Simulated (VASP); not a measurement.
# Ru (Im-3m) in VASP: further runs

The runs below take Ru through single point, with r2SCAN.

Program: VASP 6.6.1. These are calculated values, not measurements. Logs are shortened: lines on timing, memory, paths and dates and some standing lists are left out, and cuts for length are marked.

### 1 The cell of the first run

Symmetry: Im-3m, No. 229, cubic system. Conventional cell: a = 3.065 Å, b = 3.065 Å, c = 3.065 Å, α = 90.00°, β = 90.00°, γ = 90.00°. Within 3.5 Å of Ru (site symmetry m-3m) lie 14 Ru at 2.65 to 3.07 Å.

This isn't the form of Ru at room conditions, which is hcp.

### 2 Single point, r2SCAN, collinear spin, ferromagnetic start (14.40 Å³/atom)

POSCAR

```
Ru
1.0
   -1.5326308274      1.5326308274      1.5326308274
    1.5326308274     -1.5326308274      1.5326308274
    1.5326308274      1.5326308274     -1.5326308274
Ru
1
Direct
    0.0000000000      0.0000000000      0.0000000000
```

INCAR.step1

```
SYSTEM = Ru
PREC = Accurate ; ENCUT = 520
ISMEAR = -1 ; SIGMA = 0.05
LREAL = .FALSE. ; LASPH = .TRUE.
NELM = 150 ; ISPIN = 2
MAGMOM = 1.333 ; LMAXMIX = 4
NBANDS = 17 ; GGA = PE
ALGO = Normal ; EDIFF = 1E-4
LWAVE = .TRUE. ; LCHARG = .FALSE.
```

INCAR.step2

```
SYSTEM = Ru
PREC = Accurate ; ENCUT = 520
EDIFF = 1E-6 ; ISMEAR = -1
SIGMA = 0.05 ; LREAL = .FALSE.
LASPH = .TRUE. ; NELM = 150
ALGO = Normal ; ISIF = 2
LWAVE = .FALSE. ; LCHARG = .FALSE.
ISPIN = 2 ; MAGMOM = 1.333
LORBIT = 11 ; LMAXMIX = 4
METAGGA = R2SCAN ; LMIXTAU = .TRUE.
NBANDS = 17 ; ISTART = 1
```

KPOINTS

```
Automatic mesh
0
G
  16 16 16
  0 0 0
```

Potentials or basis: VASP PAW PBE potentials, release 64 (Ru_pv).

Started as:

```bash
> cat potpaw_PBE.64/Ru_pv/POTCAR > POTCAR
> cp INCAR.step1 INCAR
> mpirun -np 1 vasp_std > vasp.out
> cp INCAR.step2 INCAR
> mpirun -np 1 vasp_std > vasp.out
```

OUTCAR:

```text
SYSTEM = Ru
   PREC = Accurate
   ENCUT = 520
   EDIFF = 1E-6
   ISMEAR = -1
   LREAL = .FALSE.
   LASPH = .TRUE.
   NELM = 150
   ISIF = 2
   ISPIN = 2
   LORBIT = 11
   METAGGA = R2SCAN
   ISTART = 1

 ion  position               nearest neighbor table
   1  0.000  0.000  0.000-

  LATTYP: Found a body centered cubic cell.
 ALAT       =     3.0652616548

  Lattice vectors:

 A1 = (  -1.5326308274,   1.5326308274,   1.5326308274)
 A2 = (   1.5326308274,  -1.5326308274,   1.5326308274)
 A3 = (   1.5326308274,   1.5326308274,  -1.5326308274)

Analysis of symmetry for initial positions (statically):
=====================================================================
 Subroutine PRICEL returns:
 Original cell was already a primitive cell.

 Routine SETGRP: Setting up the symmetry group for a
 body centered cubic supercell.

 Subroutine GETGRP returns: Found 48 space group operations
 (whereof 48 operations were pure point group operations)
 out of a pool of 48 trial point group operations.

The static configuration has the point symmetry O_h .

Analysis of symmetry for dynamics (positions and initial velocities):
=====================================================================
 Subroutine PRICEL returns:
 Original cell was already a primitive cell.

 Routine SETGRP: Setting up the symmetry group for a
 body centered cubic supercell.

 Subroutine GETGRP returns: Found 48 space group operations
 (whereof 48 operations were pure point group operations)
 out of a pool of 48 trial point group operations.

The dynamic configuration has the point symmetry O_h .

Analysis of structural, dynamic, and magnetic symmetry:
=====================================================================
 Subroutine PRICEL returns:
 Original cell was already a primitive cell.

 Routine SETGRP: Setting up the symmetry group for a
 body centered cubic supercell.

 Subroutine GETGRP returns: Found 48 space group operations
 (whereof 48 operations were pure point group operations)
 out of a pool of 48 trial point group operations.

The overall configuration has the point symmetry O_h .

 Subroutine INISYM returns: Found 48 space group operations
 (whereof 48 operations are pure point group operations),
 and found     1 'primitive' translations

----------------------------------------------------------------------------------------

                                     Primitive cell

  volume of cell :      14.4003

  direct lattice vectors                    reciprocal lattice vectors
    -1.532630827  1.532630827  1.532630827     0.000000000  0.326236424  0.326236424
     1.532630827 -1.532630827  1.532630827     0.326236424  0.000000000  0.326236424
     1.532630827  1.532630827 -1.532630827     0.326236424  0.326236424  0.000000000

  length of vectors
     2.654594462  2.654594462  2.654594462     0.461367975  0.461367975  0.461367975

  position of ions in fractional coordinates (direct lattice)
     0.000000000  0.000000000  0.000000000

  ion indices of the primitive-cell ions
   primitive index   ion index
                 1           1

----------------------------------------------------------------------------------------

 KPOINTS: Automatic mesh

Automatic generation of k-mesh.
 Grid dimensions read from file:
 generate k-points for:   16   16   16

 Generating k-lattice:

  Cartesian coordinates                     Fractional coordinates (reciprocal lattice)
     0.000000000  0.020389776  0.020389776     0.062500000  0.000000000  0.000000000
     0.020389776  0.000000000  0.020389776     0.000000000  0.062500000  0.000000000
     0.020389776  0.020389776  0.000000000     0.000000000  0.000000000  0.062500000

  Length of vectors
     0.028835498  0.028835498  0.028835498

  Shift w.r.t. Gamma in fractional coordinates (k-lattice)
     0.000000000  0.000000000  0.000000000

 Subroutine IBZKPT returns following result:
 ===========================================

 Found    145 irreducible k-points:

 Following reciprocal coordinates:
            Coordinates               Weight
  0.000000  0.000000  0.000000      1.000000
  0.062500  0.000000  0.000000     12.000000
  0.125000  0.000000  0.000000     12.000000
  0.187500  0.000000  0.000000     12.000000
  0.250000  0.000000  0.000000     12.000000
  0.312500  0.000000  0.000000     12.000000
[... 16 lines left out ...]
  0.187500  0.187500  0.000000     24.000000
  0.250000  0.187500 -0.000000     48.000000
 [... further k-points ...]
   k-points           NKPTS =    145   k-points in BZ     NKDIM =    145   number of bands    NBANDS=     17
   number of dos      NEDOS =    301   number of ions     NIONS =      1
   total plane-waves  NPLWV =   8000
   dimension x,y,z NGX =    20 NGY =   20 NGZ =   20
   dimension x,y,z NGXF=    40 NGYF=   40 NGZF=   40
   ions per type =               1
   NGX,Y,Z   is equivalent  to a cutoff of  12.53, 12.53, 12.53 a.u.
   NGXF,Y,Z  is equivalent  to a cutoff of  25.05, 25.05, 25.05 a.u.
 SYSTEM =  Ru
   PREC   = accura    normal or accurate (medium, high low for compatibility)
   ISTART =      1    job   : 0-new  1-cont  2-samecut
   ICHARG =      0    charge: 1-file 2-atom 10-const
   ISPIN  =      2    spin polarized calculation?
   LNONCOLLINEAR =      F non collinear calculations
   LSORBIT =      F    spin-orbit coupling
   LASPH  =      T    aspherical Exc in radial PAW
   ENCUT  =  520.0 eV  38.22 Ry    6.18 a.u.   4.94  4.94  4.94*2*pi/ulx,y,z
   NELM   =    150;   NELMIN=  2; NELMDL=  0     # of ELM steps
   EDIFF  = 0.1E-05   stopping-criterion for ELM
   LREAL  =      F    real-space projection
   EDIFFG = 0.1E-04   stopping-criterion for IOM
   NSW    =      0    number of steps for IOM
   IBRION =     -1    ionic relax: 0-MD 1-quasi-New 2-CG
   NFREE  =      0    steps in history (QN), initial steepest desc. (CG)
   ISIF   =      2    stress and relaxation
   ISYM   =      2    0-nonsym 1-usesym 2-fastsym
   POTIM  = 0.5000    time-step for ionic-motion
   TEBEG  =    0.0;   TEEND  =   0.0 temperature during run
   PSTRESS=    0.0 pullay stress
   NELECT =      14.0000    total number of electrons
   NUPDOWN=      -1.0000    fix difference up-down
   EMIN   =  10.00;   EMAX   =-10.00  energy-range for DOS
   EFERMI =   0.00;   METHOD = LEGACY
   ISMEAR =    -1;   SIGMA  =   0.05  broadening in eV -4-tet -1-fermi 0-gaus
   EFERMI_NEDOS =   21; number of points for ismear=-14 and -15
   IALGO  =     38    algorithm
   IMIX   =      4    mixing-type and parameters
     AMIX     =   0.40;   BMIX     =  1.00
     AMIX_MAG =   1.60;   BMIX_MAG =  1.00
  volume/ion in A,a.u.               =      14.40        97.18
  Fermi-wavevector in a.u.,A,eV,Ry     =   1.621785  3.064729 35.785863  2.630187
  Thomas-Fermi vector in A             =   2.715505
   LORBIT       =     11    0 simple, 1 ext, 2 COOP (PROOUT), +10 PAW based schemes
   METAGGA = R2SCAN    functional components
   LHFCALC =     F    Hartree Fock is set to
   AEXX    =    0.0000 exact exchange contribution
   IVDW    =     0    specifies the selected vdW correction
   LEPSILON=     F    determine dielectric tensor
   LRPA    =     F    only Hartree local field effects (RPA)
 spin polarized calculation
  energy-cutoff  :      520.00
  volume of cell :       14.40
 maximum number of plane-waves:       402
   NGX =  9   NGY =  9   NGZ =  9

 number of electron      14.0000007 magnetization      -0.0195905

 number of electron      14.0000007 magnetization       0.0010315

 Free energy of the ion-electron system (eV)
  ---------------------------------------------------
  ext. energy  EPLUGINS =         0.00000000
  ---------------------------------------------------
  free energy    TOTEN  =       -24.76988132 eV

  energy without entropy =      -24.75293070  energy(sigma->0) =      -24.76140601

 E-fermi :  11.8556     XC(G=0): -14.9771

 val. band max:       11.8533579319   @ k =   0.1875   0.1250  -0.0000
 cond. band min:      11.8599500123   @ k =   0.3750   0.1250   0.0625
 fundamental gap:      0.0065920805
 Fermi energy:        11.8556239321

 spin component 1

 k-point     1 :       0.0000    0.0000    0.0000
  band No.  band energies     occupation
      1     -32.0772      1.00000
      2     -32.0772      1.00000
      3     -32.0772      1.00000
      4       3.6852      1.00000
      5       9.0091      1.00000
      6       9.0091      1.00000
[... 9 lines left out ...]
     16      44.4267      0.00000
     17      44.4267      0.00000

 k-point     2 :       0.0625    0.0000    0.0000
  band No.  band energies     occupation
      1     -32.1155      1.00000
      2     -32.0895      1.00000
      3     -32.0774      1.00000
      4       3.8602      1.00000
      5       8.9305      1.00000
      6       9.0043      1.00000
[... 9 lines left out ...]
     16      43.8327      0.00000
     17      44.0298      0.00000

 k-point     3 :       0.1250    0.0000    0.0000
  band No.  band energies     occupation
      1     -32.2237      1.00000
      2     -32.1243      1.00000
      3     -32.0777      1.00000
      4       4.3552      1.00000
      5       8.7132      1.00000
      6       8.9773      1.00000
[... 392 lines left out ...]
 k-point    23 :       0.1875    0.1875    0.0000
  band No.  band energies     occupation
      1     -32.7309      1.00000
      2     -32.3083      1.00000
      3     -32.1461      1.00000
      4       6.5970      1.00000
      5       8.0146      1.00000
      6       8.4589      1.00000
[... 9 lines left out ...]
     16      42.2665      0.00000
     17      44.6810      0.00000

 k-point    24 :       0.2500    0.1875   -0.0000
  band No.  band energies     occupation
      1     -32.8276      1.00000
      2     -32.3886      1.00000
      3     -32.1586      1.00000
      4       6.6992      1.00000
      5       7.7832      1.00000
      6       8.9277      1.00000
[... 9 lines left out ...]
     16      42.3648      0.00000
     17      44.7038      0.00000

 [... further k-points ...]

 spin component 2

 k-point     1 :       0.0000    0.0000    0.0000
  band No.  band energies     occupation
      1     -32.0761      1.00000
      2     -32.0761      1.00000
      3     -32.0761      1.00000
      4       3.6852      1.00000
      5       9.0098      1.00000
      6       9.0098      1.00000
[... 9 lines left out ...]
     16      44.4279      0.00000
     17      44.4279      0.00000

 k-point     2 :       0.0625    0.0000    0.0000
  band No.  band energies     occupation
      1     -32.1144      1.00000
      2     -32.0884      1.00000
      3     -32.0762      1.00000
      4       3.8602      1.00000
      5       8.9312      1.00000
      6       9.0051      1.00000
[... 9 lines left out ...]
     16      43.8337      0.00000
     17      44.0306      0.00000

 k-point     3 :       0.1250    0.0000    0.0000
  band No.  band energies     occupation
      1     -32.2225      1.00000
      2     -32.1232      1.00000
      3     -32.0766      1.00000
      4       4.3552      1.00000
      5       8.7139      1.00000
      6       8.9780      1.00000
[... 392 lines left out ...]
 k-point    23 :       0.1875    0.1875    0.0000
  band No.  band energies     occupation
      1     -32.7298      1.00000
      2     -32.3071      1.00000
      3     -32.1449      1.00000
      4       6.5973      1.00000
      5       8.0153      1.00000
      6       8.4594      1.00000
[... 9 lines left out ...]
     16      42.2671      0.00000
     17      44.6816      0.00000

 k-point    24 :       0.2500    0.1875   -0.0000
  band No.  band energies     occupation
      1     -32.8265      1.00000
      2     -32.3875      1.00000
      3     -32.1575      1.00000
      4       6.6997      1.00000
      5       7.7839      1.00000
      6       8.9282      1.00000
[... 9 lines left out ...]
     16      42.3653      0.00000
     17      44.7044      0.00000

 [... further k-points ...]

------------------------ aborting loop because EDIFF is reached ----------------------------------------

  FORCE on cell =-STRESS in cart. coord.  units (eV):
  Direction    XX          YY          ZZ          XY          YZ          ZX
  --------------------------------------------------------------------------------------
  -------------------------------------------------------------------------------------
  Total       -0.7326078     -0.7326078     -0.7326078      0.0000000      0.0000000      0.0000000
  in kB      -81.5097271    -81.5097271    -81.5097271      0.0000000      0.0000000      0.0000000
  external PRESSURE =     -81.5097271 kB  Pullay stress =       0.0000000 kB

 VOLUME and BASIS-vectors are now :
 -----------------------------------------------------------------------------
  energy-cutoff  :      520.00
  volume of cell :       14.40
      direct lattice vectors                 reciprocal lattice vectors
    -1.532630827  1.532630827  1.532630827     0.000000000  0.326236424  0.326236424
     1.532630827 -1.532630827  1.532630827     0.326236424  0.000000000  0.326236424
     1.532630827  1.532630827 -1.532630827     0.326236424  0.326236424  0.000000000

 POSITION                                       TOTAL-FORCE (eV/Angst)
 -----------------------------------------------------------------------------------
      0.00000      0.00000      0.00000         0.000000      0.000000     -0.000000
 -----------------------------------------------------------------------------------
    total drift:                                0.000000     -0.000000      0.000000

  FREE ENERGIE OF THE ION-ELECTRON SYSTEM (eV)
  ---------------------------------------------------
  free  energy   TOTEN  =       -24.7698813161 eV

  energy  without entropy=      -24.7529307022  energy(sigma->0) =      -24.76140601

 total charge

# of ion       s       p       d       tot
------------------------------------------
    1        0.381   6.270   5.916  12.567

 magnetization (x)

# of ion       s       p       d       tot
------------------------------------------
    1       -0.000  -0.000   0.001   0.001
```

It took 4.2 min on 1 thread of Intel Xeon Platinum 8259CL at 2.50GHz (Skylake/Cascade Lake), shared host; peak memory 0.17 GiB.

What came out:

```yaml
Free_energy: -24.7699 eV
Pressure: -8.2 GPa
Band_gap_on_the_k_mesh: zero (filled and empty bands overlap)
Net_moment: 0.00 μB per cell
Valence_electrons_inside_the_program's_atomic_spheres: Ru 12.57
```

Levels at points of the mesh, in eV from the Fermi level:
Spin up:
```csv
k point,band 5,band 6,band 7,band 8,band 9,band 10
"(0.00, 0.00, 0.00)",-2.85,-2.85,-2.85,-0.07,-0.07,8.42
"(0.50, 0.00, 0.00)",-4.60,-0.11,0.38,1.18,2.33,8.42
"(0.50, 0.50, 0.50)",-6.26,1.73,1.73,1.73,8.42,9.60
```
Spin down:
```
           k point  band 4  band 5  band 6  band 7  band 8  band 9  band 10  band 11
(0.00, 0.00, 0.00)   -8.17   -2.85   -2.85   -2.85   -0.07   -0.07     8.43    17.92
(0.50, 0.00, 0.00)   -6.22   -4.60   -0.11    0.38    1.18    2.33     8.43    10.31
(0.50, 0.50, 0.50)   -6.26   -6.26    1.74    1.74    1.74    8.43     9.60     9.60
```

Caveat: the cell stands under tension; an empty level that is flat over the whole mesh can mark a ghost state of the potentials, or a narrow d or f band; the PAW data sets were made with another functional, which shifts forces and pressure a little.

### 3 Single point, r2SCAN, collinear spin, ferromagnetic start (14.98 Å³/atom)

This run uses another cell than the first one, of 14.98 Å³/atom.

POSCAR

```
Ru
1.0
   -1.5527993354      1.5527993354      1.5527993354
    1.5527993354     -1.5527993354      1.5527993354
    1.5527993354      1.5527993354     -1.5527993354
Ru
1
Direct
    0.0000000000      0.0000000000      0.0000000000
```

INCAR.step1

```
PREC = Accurate ; ENCUT = 520
ISMEAR = -1 ; SIGMA = 0.05
LREAL = F ; LASPH = T
NELM = 150 ; ISPIN = 2
MAGMOM = 1.333 ; LMAXMIX = 4
NBANDS = 17 ; GGA = PE
ALGO = Normal ; EDIFF = 1E-4
LWAVE = T ; LCHARG = F
```

INCAR.step2

```
PREC = Accurate ; ENCUT = 520
EDIFF = 1E-6 ; ISMEAR = -1
SIGMA = 0.05 ; LREAL = F
LASPH = T ; NELM = 150
ALGO = Normal ; ISIF = 2
LWAVE = F ; LCHARG = F
ISPIN = 2 ; MAGMOM = 1.333
LORBIT = 11 ; LMAXMIX = 4
METAGGA = R2SCAN ; LMIXTAU = T
NBANDS = 17 ; ISTART = 1
```

KPOINTS

```
regular mesh
0
Gamma
  16 16 16
```

Potentials or basis: VASP PAW PBE potentials, release 64 (Ru_pv).

Started as:

```bash
> cat potpaw_PBE.64/Ru_pv/POTCAR > POTCAR
> cp INCAR.step1 INCAR
> mpirun -np 1 vasp_std > vasp.out
> cp INCAR.step2 INCAR
> mpirun -np 1 vasp_std > vasp.out
```

It took 4.3 min on 1 thread of Intel Xeon Platinum 8259CL at 2.50GHz (Skylake/Cascade Lake), shared host; peak memory 0.17 GiB.

It converged, with:

| Item | Value |
| --- | --- |
| Free energy | -24.7232 eV |
| Pressure | -17.6 GPa |
| Band gap on the k mesh | zero (filled and empty bands overlap) |
| Net moment | 0.00 μB per cell |
| Valence electrons inside the program's atomic spheres | Ru 12.50 |

Levels at points of the mesh, in eV from the Fermi level:
Spin up:
```
           k point  band 5  band 6  band 7  band 8  band 9  band 10
(0.00, 0.00, 0.00)   -2.69   -2.69   -2.69   -0.06   -0.06     8.44
(0.50, 0.00, 0.00)   -4.34   -0.11    0.36    1.16    2.18     8.44
(0.50, 0.50, 0.50)   -5.90    1.62    1.62    1.62    8.44     9.37
```
Spin down:
```
           k point  band 3  band 4  band 5  band 6  band 7  band 8  band 9  band 10  band 11  band 12
(0.00, 0.00, 0.00)  -43.91   -7.92   -2.69   -2.69   -2.69   -0.06   -0.06     8.44    17.87    17.87
(0.50, 0.00, 0.00)  -43.92   -5.91   -4.34   -0.11    0.36    1.16    2.18     8.44     9.82    14.14
(0.50, 0.50, 0.50)  -44.51   -5.90   -5.90    1.62    1.62    1.62    8.44     9.37     9.37     9.37
```

Caveat: the cell stands under tension; an empty level that is flat over the whole mesh can mark a ghost state of the potentials, or a narrow d or f band; the PAW data sets were made with another functional, which shifts forces and pressure a little.
